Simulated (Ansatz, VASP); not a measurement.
**In: VASP beside Ansatz**

```
CELL_PARAMETERS angstrom
0.00000 2.86910 2.86910
2.86910 0.00000 2.86910
2.86910 2.86910 0.00000
ATOMIC_POSITIONS crystal
In 0.87500 0.87500 0.87500
In 0.12500 0.12500 0.12500
```

Change from the starting cell: volume scaled by 0.7, PAW files.

Alike in both runs: task single point; functional LDA; k mesh 12 × 12 × 12; occupations fermi-dirac, width 0.05 eV; no spin polarisation.

```csv
,VASP,Ansatz
version,VASP 6.6.1,Ansatz 0.2.0
potentials or method,"VASP PAW LDA potentials, release 64 (In_d)","PAW with Ansatz's default frozen-core files, scalar-relativistic"
plane-wave cutoff (eV),520,420
valence electrons in the cell,26,26
```

Ansatz gave:

- pressure (GPa): 28.5

**Question.** What did VASP give for the same quantities?

**Answer.** Pressure (GPa): 28.9.

LDA's correlation is that of Perdew and Zunger in VASP and of Perdew and Wang (1992) in Ansatz. Both programs put the cell under a high pressure, so it lies far from rest at this level.
